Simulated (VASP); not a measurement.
# Li4SO (R-3m) in VASP: a series of runs, part 2 of 2

VASP 6.6.1. Earlier steps stand in the parts before.

## 3. Single point, PBEsol

INCAR reads:

```
SYSTEM = Li4SO
PREC = Accurate
ENCUT = 520
EDIFF = 1E-6
ISMEAR = 0
SIGMA = 0.02
LREAL = .FALSE.
LASPH = .TRUE.
NELM = 80
ALGO = Normal
ISIF = 2
LWAVE = .FALSE.
LCHARG = .TRUE.
GGA = PS
LELF = .TRUE.
LVHAR = .TRUE.
NBANDS = 21
```

KPOINTS reads:

```
regular mesh
0
G
  9 9 9
  0 0 0
```

POSCAR reads:

```
Li4SO
1.0
    1.8432875420      1.0642225585      5.8192509712
   -1.8432875420      1.0642225585      5.8192509712
    0.0000000000     -2.1284451171      5.8192509712
Li S O
4 1 1
Direct
    0.6114477296      0.6114477296      0.6114477296
    0.1364890575      0.1364890575      0.1364890575
    0.8635109425      0.8635109425      0.8635109425
    0.3885522704      0.3885522704      0.3885522704
    0.0000000000      0.0000000000      0.0000000000
    0.5000000000      0.5000000000      0.5000000000
```

Potentials or basis: VASP PAW PBE potentials, release 64 (Li_sv, S, O).

Started as:

```sh
$ cat potpaw_PBE.64/Li_sv/POTCAR potpaw_PBE.64/S/POTCAR potpaw_PBE.64/O/POTCAR > POTCAR
$ mpirun -np 1 vasp_std > vasp.out
```

OUTCAR:

```text
SYSTEM = Li4SO
   PREC = Accurate
   ENCUT = 520
   EDIFF = 1E-6
   ISMEAR = 0
   LREAL = .FALSE.
   LASPH = .TRUE.
   NELM = 80
   ISIF = 2
   GGA = PS

 ion  position               nearest neighbor table
   1  0.611  0.611  0.611-   6 1.95   5 2.34   5 2.34   5 2.34   3 2.56   3 2.56   3 2.56
   2  0.136  0.136  0.136-   6 2.19   6 2.19   6 2.19   3 2.37   3 2.37   3 2.37   5 2.38   4 2.56
                             4 2.56   4 2.56
   3  0.864  0.864  0.864-   6 2.19   6 2.19   6 2.19   2 2.37   2 2.37   2 2.37   5 2.38   1 2.56
                             1 2.56   1 2.56
[... 788 lines left out ...]
  -------------------------------------------------------------------------------------
  Total        0.0026264      0.0026264      0.0670015      0.0000000     -0.0000000      0.0000000
  in kB        0.0614361      0.0614361      1.5672965      0.0000000     -0.0000000      0.0000000
  external PRESSURE =       0.5633895 kB  Pullay stress =       0.0000000 kB

 VOLUME and BASIS-vectors are now :
 -----------------------------------------------------------------------------
  energy-cutoff  :      520.00
  volume of cell :       68.49
      direct lattice vectors                 reciprocal lattice vectors
     1.843287542  1.064222559  5.819250971     0.271254478  0.156608846  0.057281141
    -1.843287542  1.064222559  5.819250971    -0.271254478  0.156608846  0.057281141
     0.000000000 -2.128445117  5.819250971     0.000000000 -0.313217692  0.057281141

 POSITION                                       TOTAL-FORCE (eV/Angst)
 -----------------------------------------------------------------------------------
      0.00000     -0.00000     10.67450         0.000000     -0.000000      0.009338
      0.00000     -0.00000      2.38279         0.000000     -0.000000      0.008234
      0.00000     -0.00000     15.07496         0.000000      0.000000     -0.008234
      0.00000     -0.00000      6.78325         0.000000      0.000000     -0.009338
      0.00000      0.00000      0.00000         0.000000     -0.000000      0.000000
      0.00000     -0.00000      8.72888         0.000000     -0.000000      0.000000
 -----------------------------------------------------------------------------------
    total drift:                                0.000000      0.000000     -0.000000

  FREE ENERGIE OF THE ION-ELECTRON SYSTEM (eV)
  ---------------------------------------------------
  free  energy   TOTEN  =       -26.4793932993 eV

  energy  without entropy=      -26.4793932993  energy(sigma->0) =      -26.47939330
```

OSZICAR:

```text
N       E                     dE             d eps       ncg     rms          rms(c)
DAV:   1     0.142364063601E+03    0.14236E+03   -0.10901E+04  3570   0.120E+03
DAV:   2    -0.856668887200E+01   -0.15093E+03   -0.14420E+03  4038   0.297E+02
DAV:   3    -0.277023165478E+02   -0.19136E+02   -0.18999E+02  6656   0.725E+01
DAV:   4    -0.286100055314E+02   -0.90769E+00   -0.90448E+00  4999   0.193E+01
DAV:   5    -0.286484445190E+02   -0.38439E-01   -0.38435E-01  5655   0.338E+00    0.846E+00
DAV:   6    -0.265997409192E+02    0.20487E+01   -0.67009E+00  3810   0.129E+01    0.453E+00
DAV:   7    -0.265103672270E+02    0.89374E-01   -0.70052E-01  4901   0.425E+00    0.283E+00
DAV:   8    -0.264798912532E+02    0.30476E-01   -0.18904E-01  4031   0.271E+00    0.607E-01
DAV:   9    -0.264787177649E+02    0.11735E-02   -0.31009E-02  5766   0.101E+00    0.256E-01
DAV:  10    -0.264791933178E+02   -0.47555E-03   -0.41667E-03  4430   0.367E-01    0.124E-01
DAV:  11    -0.264793149223E+02   -0.12160E-03   -0.42066E-04  4558   0.116E-01    0.667E-02
DAV:  12    -0.264793934582E+02   -0.78536E-04   -0.10231E-04  4297   0.720E-02    0.209E-02
DAV:  13    -0.264793926908E+02    0.76735E-06   -0.17345E-05  4985   0.289E-02    0.162E-02
DAV:  14    -0.264793932993E+02   -0.60844E-06   -0.21777E-06  4659   0.935E-03
   1 F= -.26479393E+02 E0= -.26479393E+02  d E =-.117989E-56
```

It took 3.6 min on 1 thread of Intel Xeon Platinum 8259CL at 2.50GHz (Skylake/Cascade Lake), shared host; peak memory 0.36 GiB.

What came out:

- Free energy: -26.4794 eV
- Largest force: 0.009 eV/Å
- Band gap on the k mesh: 2.96 eV (least direct gap 3.21 eV)

Forces on the atoms (eV/Å):
```
Li   0.000  0.000  0.009
Li   0.000  0.000  0.008
Li   0.000  0.000 -0.008
Li   0.000  0.000 -0.009
S    0.000  0.000  0.000
O    0.000  0.000  0.000
```

Caveat: the cutoff is under 1.25 times the usual one of these potentials, so pressure, stress and relaxed cells hold a basis-set (Pulay) error; the PAW data sets were made with another functional, which shifts forces and pressure a little.

## 4. Relaxation of cell and atoms, PBEsol

This run uses another cell than the first one, of 11.38 Å³/atom.

INCAR reads:

```
SYSTEM = Li4SO
  PREC = Accurate
  ENCUT = 600
  EDIFF = 1E-7
  ISMEAR = 0
  SIGMA = 0.02
  LREAL = .False.
  LASPH = .True.
  NELM = 80
  ALGO = Normal
  ISIF = 3
  LWAVE = .False.
  LCHARG = .False.
  GGA = PS
  IBRION = 2
  NSW = 100
  EDIFFG = -0.005
```

KPOINTS reads:

```
regular mesh
0
Gamma
  9 9 9
  0 0 0
```

POSCAR reads:

```
Li4SO
1.0
    1.8414813575      1.0631797574      5.8120415634
   -1.8414813575      1.0631797574      5.8120415634
    0.0000000000     -2.1263595149      5.8120415634
Li S O
4 1 1
Direct
    0.6114176537      0.6114176537      0.6114176537
    0.1365266873      0.1365266873      0.1365266873
    0.8634733127      0.8634733127      0.8634733127
    0.3885823463      0.3885823463      0.3885823463
    0.0000000000      0.0000000000      0.0000000000
    0.5000000000      0.5000000000      0.5000000000
```

Started as:

```sh
$ cat potpaw_PBE.64/Li_sv/POTCAR potpaw_PBE.64/S/POTCAR potpaw_PBE.64/O/POTCAR > POTCAR
$ mpirun -np 1 vasp_std > vasp.out
```

Run time: 9.6 min. Hardware: 1 thread of Intel Xeon Platinum 8259CL at 2.50GHz (Skylake/Cascade Lake), shared host; peak memory 0.42 GiB.

Results (log left out):

- Free energy: -26.4841 eV
- Relaxed volume: 11.41 Å³/atom
- Relaxed cell: a = 6.198 Å, b = 6.198 Å, c = 6.198 Å, α = 34.58°, β = 34.58°, γ = 34.58°
- Space group after relaxing (to 0.1 Å): R-3m (No. 166)
- Energy gained by relaxing: 0.0 meV/atom
- Ionic steps: 4
- Pressure after relaxing: 0.0 GPa
- Largest force after relaxing: 0.005 eV/Å
- Band gap on the k mesh: 2.96 eV (least direct gap 3.21 eV)

Forces in eV/Å, atoms in the order of the input:
```
Li   0.000  0.000  0.005
Li   0.000  0.000 -0.001
Li   0.000  0.000  0.001
Li   0.000  0.000 -0.005
S    0.000  0.000  0.000
O    0.000  0.000  0.000
```

The path:
```csv
step,energy change (eV),largest force (eV/Å),pressure (GPa),volume (Å³)
1,0.0000,0.0137,0.13,68.27
2,-0.0001,0.0085,0.05,68.37
3,-0.0001,0.0051,-0.01,68.43
4,-0.0001,0.0045,-0.02,68.44
```

Final structure:
```yaml
crystal:
  lattice:
    - [1.84221, 1.06360, 5.82164]
    - [-1.84221, 1.06360, 5.82164]
    - [0.00000, -2.12721, 5.82164]
  atoms:
    - { symbol: Li, position: [0.61149, 0.61149, 0.61149] }
    - { symbol: Li, position: [0.13657, 0.13657, 0.13657] }
    - { symbol: Li, position: [0.86343, 0.86343, 0.86343] }
    - { symbol: Li, position: [0.38851, 0.38851, 0.38851] }
    - { symbol: S, position: [0.00000, 0.00000, 0.00000] }
    - { symbol: O, position: [0.50000, 0.50000, 0.50000] }
```

Levels at points of the mesh, in eV from the valence-band top:
| k point | band 10 | band 11 | band 12 | band 13 | band 14 | band 15 |
| --- | --- | --- | --- | --- | --- | --- |
| (0.00, 0.00, 0.00) | -0.91 | 0.00 | 0.00 | 3.21 | 6.28 | 7.11 |

Caveat: the cutoff is under 1.25 times the usual one of these potentials, so pressure, stress and relaxed cells hold a basis-set (Pulay) error; the PAW data sets were made with another functional, which shifts forces and pressure a little. A k mesh can miss the band edges.

## 5. Relaxation of cell and atoms, PBEsol

INCAR reads:

```
SYSTEM = Li4SO
PREC     = Accurate       ! precision mode
ENCUT    = 600            ! plane-wave cutoff, eV
EDIFF    = 1E-7           ! SCF threshold, eV
ISMEAR   = 0              ! smearing method
SIGMA    = 0.01           ! smearing width, eV
LREAL    = .FALSE.        ! projectors in reciprocal space
LASPH    = .TRUE.         ! aspherical terms in the spheres
NELM     = 80             ! most SCF steps
ALGO     = Normal         ! electronic algorithm
ISIF     = 3              ! what is computed and relaxed
LWAVE    = .FALSE.        ! write WAVECAR
LCHARG   = .FALSE.        ! write CHGCAR
GGA      = PS             ! functional
IBRION   = 2              ! ionic algorithm
NSW      = 80             ! ionic steps
EDIFFG   = -0.001         ! ionic threshold
```

KPOINTS reads:

```
Automatic mesh
0
G
  9 9 9
  0 0 0
```

POSCAR reads:

```
Li4SO
1.0
    1.8432824041      1.0642195922      5.8190120638
   -1.8432824041      1.0642195922      5.8190120638
    0.0000000000     -2.1284391845      5.8190120638
Li S O
4 1 1
Direct
    0.6114546288      0.6114546288      0.6114546288
    0.1364891387      0.1364891387      0.1364891387
    0.8635108613      0.8635108613      0.8635108613
    0.3885453712      0.3885453712      0.3885453712
    0.0000000000      0.0000000000      0.0000000000
    0.5000000000      0.5000000000      0.5000000000
```

Started as:

```sh
$ cat potpaw_PBE.64/Li_sv/POTCAR potpaw_PBE.64/S/POTCAR potpaw_PBE.64/O/POTCAR > POTCAR
$ mpirun -np 1 vasp_std > vasp.out
```

It took 8 min on 1 thread of Intel Xeon Platinum 8259CL at 2.50GHz (Skylake/Cascade Lake), shared host; peak memory 0.42 GiB.

Results (log left out):

```yaml
Free_energy: -26.4846 eV
Relaxed_volume: 11.40 Å³/atom
Relaxed_cell: a = 6.198 Å, b = 6.198 Å, c = 6.198 Å, α = 34.57°, β = 34.57°, γ = 34.57°
Space_group_after_relaxing_to_0.1_Å: R-3m (No. 166)
Energy_gained_by_relaxing: 0.0 meV/atom
Ionic_steps: 3
Pressure_after_relaxing: 0.0 GPa
Band_gap_on_the_k_mesh: 2.96 eV (least direct gap 3.21 eV)
```

Final structure:
```cif
data_structure
_symmetry_space_group_name_H-M 'P 1'
_symmetry_Int_Tables_number 1
_cell_length_a 6.1982
_cell_length_b 6.1982
_cell_length_c 6.1982
_cell_angle_alpha 34.571
_cell_angle_beta 34.571
_cell_angle_gamma 34.571
_cell_volume 68.40
loop_
_atom_site_label
_atom_site_type_symbol
_atom_site_fract_x
_atom_site_fract_y
_atom_site_fract_z
_atom_site_occupancy
Li1 Li 0.61152 0.61152 0.61152 1
Li2 Li 0.13655 0.13655 0.13655 1
Li3 Li 0.86345 0.86345 0.86345 1
Li4 Li 0.38848 0.38848 0.38848 1
S1 S 0.00000 0.00000 0.00000 1
O1 O 0.50000 0.50000 0.50000 1
```

Levels at points of the mesh, in eV from the valence-band top:
```
           k point  band 9  band 10  band 11  band 12  band 13  band 14  band 15  band 16
(0.00, 0.00, 0.00)   -1.84    -0.91     0.00     0.00     3.21     6.28     7.11     7.11
```

Caveat: the cutoff is under 1.25 times the usual one of these potentials, so pressure, stress and relaxed cells hold a basis-set (Pulay) error; the PAW data sets were made with another functional, which shifts forces and pressure a little. A k mesh can miss the band edges.

## 6. The runs side by side

```csv
task,cell,cutoff (eV),smearing,gap on the mesh (eV),pressure (GPa),relaxed volume (Å³/atom),largest force (eV/Å)
single point,"a = 6.196 Å, angles 34.6°, 6 atoms, atomic positions A",520,gaussian 0.01 eV,2.96,-,-,0.01
single point,"a = 6.196 Å, angles 34.6°, 6 atoms, atomic positions A",520,gaussian 0.02 eV,2.96,-,-,0.01
relaxation of cell and atoms,"relaxed from a = 6.189 Å, angles 34.6°, 6 atoms, atomic positions B",600,gaussian 0.02 eV,2.96,0.0,11.41,-
relaxation of cell and atoms,"relaxed from a = 6.196 Å, angles 34.6°, 6 atoms, atomic positions A",600,gaussian 0.01 eV,2.96,0.0,11.40,-
```

Alike in all rows: level PBEsol; potentials or basis VASP PAW PBE potentials, release 64 (Li_sv, S, O); no spin polarisation; k mesh 9 × 9 × 9.

Caveats: the cutoff is under 1.25 times the usual one of these potentials, so pressure, stress and relaxed cells hold a basis-set (Pulay) error; the PAW data sets were made with another functional, which shifts forces and pressure a little.

Total energies depend on the potentials used, so only differences within one code and one set of settings carry meaning.
